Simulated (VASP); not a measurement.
Set up this calculation in VASP 6.6.1, as the native input.

```yaml
Task: single point
Functional: PBE
Potentials_or_basis: VASP PAW PBE potentials, release 64 (Cu, Ru_pv)
Cutoff: 520 eV
k_mesh: 6 × 6 × 2
Occupations: gaussian, width 0.1 eV
Spin: no spin polarisation
Dipole_correction: no
Further_INCAR_settings: ALGO = Fast; EDIFF = 1e-06; NBANDS = 42
```

The structure of CuRu4 lies in POSCAR:

```
CuRu4
1.0
    3.2831875900      0.0000000000      0.0000000000
   -1.6415937900      2.8433238600      0.0000000000
    0.0000000000      0.0000000000      7.9927298300
Cu Ru
1 4
Direct
    0.0000000000      0.0000000000      0.0000000000
    0.3333333300      0.6666666700      0.5000000000
    0.6666666700      0.3333333300      0.5000000000
    0.0000000000      0.0000000000      0.3772800300
    0.0000000000      0.0000000000      0.6227199700
```

One way to write it, as run:

INCAR

```
SYSTEM = CuRu4
PREC = Accurate
ENCUT = 520
EDIFF = 1E-6
ISMEAR = 0
SIGMA = 0.1
LREAL = .False.
LASPH = .True.
NELM = 80
ALGO = Fast
ISIF = 2
LWAVE = .False.
LCHARG = .True.
GGA = PE
LELF = .True.
LVHAR = .True.
NBANDS = 42
```

KPOINTS

```
regular mesh
0
Gamma
  6 6 2
  0 0 0
```

Potentials or basis: VASP PAW PBE potentials, release 64 (Cu, Ru_pv).

Run with:

```sh
$ cat potpaw_PBE.64/Cu/POTCAR potpaw_PBE.64/Ru_pv/POTCAR > POTCAR
$ mpirun -np 1 vasp_std > vasp.out
```

Results of the run:

The pressure is 290.2 GPa. The largest force is 44.553 eV/Å.

Caveat: the k points lie up to 0.39 Å⁻¹ apart; forces of over 1 eV/Å act on the atoms, so gaps and moduli don't describe the material at rest.

It took 36 s on 1 thread of Intel(R) Xeon(R) 6975P-C (Granite Rapids), with other jobs on the host, peak memory 0.19 GiB.
